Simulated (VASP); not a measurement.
# La2O3 (Immm) in VASP: notebook

Runs on La2O3. Level: PBE. Tasks: single point.

All numbers are computed with VASP 6.6.1; they aren't measurements. Logs are shortened: lines on timing, memory, paths and dates and some standing lists are left out, and cuts for length are marked.

## 1. The cell of the first run

It takes space group Immm (No. 71, orthorhombic). Conventional cell: a = 3.897 Å, b = 6.512 Å, c = 8.344 Å, α = 90.00°, β = 90.00°, γ = 90.00°. La (site symmetry mm2) has 10 O at 3.00 to 3.75 Å and 7 La at 3.74 to 3.90 Å within 4.0 Å. O (site symmetry m2m) has 3 O at 2.66 to 2.74 Å and 6 La at 3.00 to 3.01 Å within 3.5 Å. Within 3.6 Å of O (site symmetry mmm) lie 4 O at 2.74 Å and 4 La at 3.02 Å.

The cell was built from a structure type or drawn by symmetry, and may not be a known phase.

## 2. Single point, PBE

Input file INCAR:

```
PREC = Accurate
ENCUT = 520
EDIFF = 1E-6
ISMEAR = 0
SIGMA = 0.1
LREAL = False
LASPH = True
NELM = 80
ALGO = Normal
ISIF = 2
LWAVE = False
LCHARG = False
GGA = PE
NBANDS = 28
```

Input file KPOINTS:

```
Automatic mesh
0
Gamma
  6 6 6
```

Input file POSCAR:

```
La2O3
1.0
   -1.9484502800      3.2562407900      4.1718824400
    1.9484502800     -3.2562407900      4.1718824400
    1.9484502800      3.2562407900     -4.1718824400
La O
2 3
Direct
    0.2240831300      0.7240831300      0.5000000000
    0.7759168700      0.2759168700      0.5000000000
    0.7955666400      0.0000000000      0.7955666400
    0.5000000000      0.5000000000      0.0000000000
    0.2044333600      0.0000000000      0.2044333600
```

Potentials or basis: VASP PAW PBE potentials, release 64 (La, O).

Started as:

```sh
$ cat potpaw_PBE.64/La/POTCAR potpaw_PBE.64/O/POTCAR > POTCAR
$ mpirun -np 1 vasp_std > vasp.out
```

OUTCAR:

```text
PREC = Accurate
   ENCUT = 520
   EDIFF = 1E-6
   ISMEAR = 0
   LREAL = False
   LASPH = True
   NELM = 80
   ISIF = 2
   GGA = PE

 ion  position               nearest neighbor table
   1  0.224  0.724  0.500-
   2  0.776  0.276  0.500-
   3  0.796  0.000  0.796-
   4  0.500  0.500  0.000-
   5  0.204  0.000  0.204-

  LATTYP: Found a body centered orthorhombic cell.
 ALAT       =     3.8969005600
 B/A-ratio  =     1.6711952178
 C/A-ratio  =     2.1411285075

  Lattice vectors:

 A1 = (  -1.9484502800,   3.2562407900,   4.1718824400)
 A2 = (   1.9484502800,  -3.2562407900,   4.1718824400)
 A3 = (   1.9484502800,   3.2562407900,  -4.1718824400)

Analysis of symmetry for initial positions (statically):
=====================================================================
 Subroutine PRICEL returns:
 Original cell was already a primitive cell.

 Routine SETGRP: Setting up the symmetry group for a
 body centered orthorhombic supercell.

 Subroutine GETGRP returns: Found  8 space group operations
 (whereof  8 operations were pure point group operations)
 out of a pool of  8 trial point group operations.

The static configuration has the point symmetry D_2h.

Analysis of symmetry for dynamics (positions and initial velocities):
=====================================================================
 Subroutine PRICEL returns:
 Original cell was already a primitive cell.

 Routine SETGRP: Setting up the symmetry group for a
 body centered orthorhombic supercell.

 Subroutine GETGRP returns: Found  8 space group operations
 (whereof  8 operations were pure point group operations)
 out of a pool of  8 trial point group operations.

The dynamic configuration has the point symmetry D_2h.

 Subroutine INISYM returns: Found  8 space group operations
 (whereof  8 operations are pure point group operations),
 and found     1 'primitive' translations

----------------------------------------------------------------------------------------

                                     Primitive cell

  volume of cell :     105.8761

[... 88 lines left out ...]
   ISPIN  =      1    spin polarized calculation?
   LNONCOLLINEAR =      F non collinear calculations
   LSORBIT =      F    spin-orbit coupling
   LASPH  =      T    aspherical Exc in radial PAW
   ENCUT  =  520.0 eV  38.22 Ry    6.18 a.u.  10.49 10.49 10.49*2*pi/ulx,y,z
   NELM   =     80;   NELMIN=  2; NELMDL= -5     # of ELM steps
   EDIFF  = 0.1E-05   stopping-criterion for ELM
   LREAL  =      F    real-space projection
   EDIFFG = 0.1E-04   stopping-criterion for IOM
   NSW    =      0    number of steps for IOM
   IBRION =     -1    ionic relax: 0-MD 1-quasi-New 2-CG
   NFREE  =      0    steps in history (QN), initial steepest desc. (CG)
   ISIF   =      2    stress and relaxation
   ISYM   =      2    0-nonsym 1-usesym 2-fastsym
   POTIM  = 0.5000    time-step for ionic-motion
   TEBEG  =    0.0;   TEEND  =   0.0 temperature during run
   PSTRESS=    0.0 pullay stress
   NELECT =      40.0000    total number of electrons
   NUPDOWN=      -1.0000    fix difference up-down
   EMIN   =  10.00;   EMAX   =-10.00  energy-range for DOS
   EFERMI =   0.00;   METHOD = LEGACY
   ISMEAR =     0;   SIGMA  =   0.10  broadening in eV -4-tet -1-fermi 0-gaus
   EFERMI_NEDOS =   21; number of points for ismear=-14 and -15
   IALGO  =     38    algorithm
   IMIX   =      4    mixing-type and parameters
     AMIX     =   0.40;   BMIX     =  1.00
     AMIX_MAG =   1.60;   BMIX_MAG =  1.00
  volume/ion in A,a.u.               =      21.18       142.90
  Fermi-wavevector in a.u.,A,eV,Ry     =   1.183483  2.236459 19.056771  1.400633
  Thomas-Fermi vector in A             =   2.319717
   LORBIT       =      0    0 simple, 1 ext, 2 COOP (PROOUT), +10 PAW based schemes
   GGA     = PE    functional components
   LHFCALC =     F    Hartree Fock is set to
   AEXX    =    0.0000 exact exchange contribution
   IVDW    =     0    specifies the selected vdW correction
   LEPSILON=     F    determine dielectric tensor
   LRPA    =     F    only Hartree local field effects (RPA)
 non-spin polarized calculation
 Gauss-broadening in eV      SIGMA  =   0.10
  energy-cutoff  :      520.00
  volume of cell :      105.88
 maximum number of plane-waves:      2870
 NGX is ok and might be reduce to    42
   NGX = 21   NGY = 21   NGZ = 21

 number of electron      39.9999996 magnetization

 Free energy of the ion-electron system (eV)
  ---------------------------------------------------
  ext. energy  EPLUGINS =         0.00000000
  ---------------------------------------------------
  free energy    TOTEN  =       -32.04166810 eV

  energy without entropy =      -32.02264139  energy(sigma->0) =      -32.03215474

 E-fermi :   5.5963     XC(G=0):  -9.5605

 val. band max:        5.5710916645   @ k =  -0.3333   0.3333   0.0000
 cond. band min:       5.6382687698   @ k =   0.3333   0.1667   0.1667
 fundamental gap:      0.0671771053
 Fermi energy:         5.5963326979

 k-point     1 :       0.0000    0.0000    0.0000
  band No.  band energies     occupation
      1     -27.9071      2.00000
      2     -27.7747      2.00000
      3     -11.9649      2.00000
      4     -11.5290      2.00000
      5     -11.3288      2.00000
      6     -11.2142      2.00000
[... 733 lines left out ...]
     27       6.9590      0.00000
     28       6.9610      0.00000

 [... further k-points ...]

------------------------ aborting loop because EDIFF is reached ----------------------------------------

  FORCE on cell =-STRESS in cart. coord.  units (eV):
  Direction    XX          YY          ZZ          XY          YZ          ZX
  --------------------------------------------------------------------------------------
  -------------------------------------------------------------------------------------
  Total       -6.7152743      0.6000895    -33.9774340     -0.0000000      0.0000000      0.0000000
  in kB     -101.6193582      9.0808956   -514.1658956     -0.0000000      0.0000000      0.0000000
  external PRESSURE =    -202.2347861 kB  Pullay stress =       0.0000000 kB

 VOLUME and BASIS-vectors are now :
 -----------------------------------------------------------------------------
  energy-cutoff  :      520.00
  volume of cell :      105.88
      direct lattice vectors                 reciprocal lattice vectors
    -1.948450280  3.256240790  4.171882440     0.000000000  0.153551298  0.119849974
     1.948450280 -3.256240790  4.171882440     0.256614195  0.000000000  0.119849974
     1.948450280  3.256240790 -4.171882440     0.256614195  0.153551298  0.000000000

 POSITION                                       TOTAL-FORCE (eV/Angst)
 -----------------------------------------------------------------------------------
      1.94845     -0.00000      1.86970        -0.000000     -0.000000      1.017990
      0.00000      3.25624      2.30219         0.000000     -0.000000     -1.017990
      0.00000      5.18111      0.00000        -0.000000      0.927029     -0.000000
      0.00000      0.00000      4.17188        -0.000000     -0.000000      0.000000
      0.00000      1.33137      0.00000        -0.000000     -0.927029      0.000000
 -----------------------------------------------------------------------------------
    total drift:                               -0.000000      0.000000      0.000000

  FREE ENERGIE OF THE ION-ELECTRON SYSTEM (eV)
  ---------------------------------------------------
  free  energy   TOTEN  =       -32.0416680968 eV

  energy  without entropy=      -32.0226413925  energy(sigma->0) =      -32.03215474
```

OSZICAR:

```text
N       E                     dE             d eps       ncg     rms          rms(c)
DAV:   1     0.486720421206E+03    0.48672E+03   -0.15759E+04  2592   0.208E+03
DAV:   2     0.767758157000E+02   -0.40994E+03   -0.39281E+03  3632   0.336E+02
[... 11 lines left out ...]
DAV:  14    -0.320470497220E+02   -0.16432E-02   -0.13435E-01  4540   0.203E+00    0.592E-01
DAV:  15    -0.320441175822E+02    0.29321E-02   -0.90175E-03  4464   0.501E-01    0.428E-01
DAV:  16    -0.320416124910E+02    0.25051E-02   -0.15174E-02  4824   0.598E-01    0.484E-02
DAV:  17    -0.320416715084E+02   -0.59017E-04   -0.59920E-04  4464   0.138E-01    0.332E-02
DAV:  18    -0.320416735201E+02   -0.20117E-05   -0.27669E-04  4952   0.687E-02    0.255E-02
DAV:  19    -0.320416680720E+02    0.54481E-05   -0.48728E-05  4208   0.317E-02    0.689E-03
DAV:  20    -0.320416680968E+02   -0.24759E-07   -0.65033E-06  3592   0.145E-02
   1 F= -.32041668E+02 E0= -.32032155E+02  d E =-.190267E-01
```

Wall time 7.9 min (1 thread of Intel Xeon 8259CL, shared host); peak memory 0.33 GiB.

Results:

| Item | Value |
| --- | --- |
| Free energy | -32.0417 eV |
| Pressure | -20.2 GPa |
| Largest force | 1.018 eV/Å |
| Band gap on the k mesh | zero (bands 20 and 21 overlap by 0.41 eV) |

Forces on the atoms (eV/Å):
```
La   0.000  0.000  1.018
La   0.000  0.000 -1.018
O    0.000  0.927  0.000
O    0.000  0.000  0.000
O    0.000 -0.927  0.000
```

Levels at points of the mesh, in eV from the Fermi level:
```tsv
k point	band 16	band 17	band 18	band 19	band 20	band 21	band 22	band 23	band 24	band 25
(0.00, 0.00, 0.00)	-2.01	-1.89	-1.84	-0.83	-0.52	-0.06	1.01	1.14	1.19	1.30
(0.50, 0.00, 0.00)	-2.01	-1.99	-0.94	-0.80	-0.56	0.54	0.54	0.94	1.15	1.19
(0.00, 0.50, 0.00)	-2.27	-2.19	-0.81	-0.70	-0.14	0.77	0.93	1.00	1.20	1.22
(0.50, 0.50, 0.00)	-2.32	-2.09	-2.01	-0.50	0.17	0.39	0.61	1.14	1.16	1.20
(0.50, 0.50, 0.50)	-1.65	-1.65	-1.54	-0.93	-0.25	-0.24	0.97	1.03	1.13	1.13
```

Caveat: the cell stands under tension; spin-orbit coupling is left out, which moves the levels of the heavy elements; forces of over 1 eV/Å act on the atoms, so gaps and moduli don't describe the material at rest.

## 3. Single point, PBE

This run uses another cell than the first one, of 15.53 Å³/atom.

Input file INCAR:

```
SYSTEM = La2O3
ALGO = Normal ; EDIFF = 1E-6
ENCUT = 520 ; GGA = PE
ISIF = 2 ; ISMEAR = 0
LASPH = .True. ; LCHARG = .True.
LELF = .True. ; LREAL = .False.
LVHAR = .True. ; LWAVE = .False.
NBANDS = 28 ; NELM = 60
PREC = Accurate ; SIGMA = 0.1
```

Input file KPOINTS:

```
k-points
0
Gamma
  6 6 6
  0 0 0
```

Input file POSCAR:

```
La2O3
1.0
   -1.7820464084      3.4753109847      3.1344194196
    1.7820464084     -3.4753109847      3.1344194196
    1.7820464084      3.4753109847     -3.1344194196
La O
2 3
Direct
    0.2464375576      0.7464375576      0.5000000000
    0.7535624424      0.2535624424      0.5000000000
    0.8072552465      0.0000000000      0.8072552465
    0.5000000000      0.5000000000      0.0000000000
    0.1927447535      0.0000000000      0.1927447535
```

Potentials or basis: VASP PAW PBE potentials, release 64 (La, O).

Started as:

```sh
$ cat potpaw_PBE.64/La/POTCAR potpaw_PBE.64/O/POTCAR > POTCAR
$ mpirun -np 1 vasp_std > vasp.out
```

Run time: 4.9 min. Hardware: 1 thread of Intel Xeon 8259CL, shared host; peak memory 0.3 GiB.

The run converged. Its results:

```
Free energy            : -39.4099 eV
Pressure               : -0.4 GPa
Largest force          : 0.020 eV/Å
Band gap on the k mesh : 0.46 eV
```

Forces on the atoms (eV/Å):
```
La   0.000  0.000 -0.006
La   0.000  0.000  0.006
O    0.000  0.020  0.000
O    0.000  0.000  0.000
O    0.000 -0.020  0.000
```

Stress tensor (GPa, compression positive):
```
-0.70  0.00  0.00
 0.00  0.00  0.00
 0.00  0.00 -0.54
```

Levels at points of the mesh, in eV from the valence-band top:
| k point | band 16 | band 17 | band 18 | band 19 | band 20 | band 21 | band 22 | band 23 | band 24 | band 25 |
| --- | --- | --- | --- | --- | --- | --- | --- | --- | --- | --- |
| (0.00, 0.00, 0.00) | -2.01 | -1.31 | -1.26 | -0.81 | 0.00 | 0.46 | 3.31 | 3.41 | 3.67 | 3.73 |
| (0.50, 0.00, 0.00) | -2.03 | -1.79 | -1.47 | -0.94 | -0.93 | 2.67 | 2.71 | 3.00 | 3.47 | 3.57 |
| (0.00, 0.50, 0.00) | -1.94 | -1.60 | -1.41 | -1.36 | -0.64 | 3.06 | 3.31 | 3.41 | 3.52 | 3.58 |
| (0.50, 0.50, 0.00) | -2.51 | -1.97 | -1.27 | -0.87 | -0.45 | 3.03 | 3.16 | 3.35 | 3.51 | 3.58 |
| (0.50, 0.50, 0.50) | -2.29 | -1.94 | -1.46 | -1.41 | -0.60 | 1.00 | 3.13 | 3.34 | 3.51 | 3.63 |

Caveat: spin-orbit coupling is left out, which moves the levels of the heavy elements.
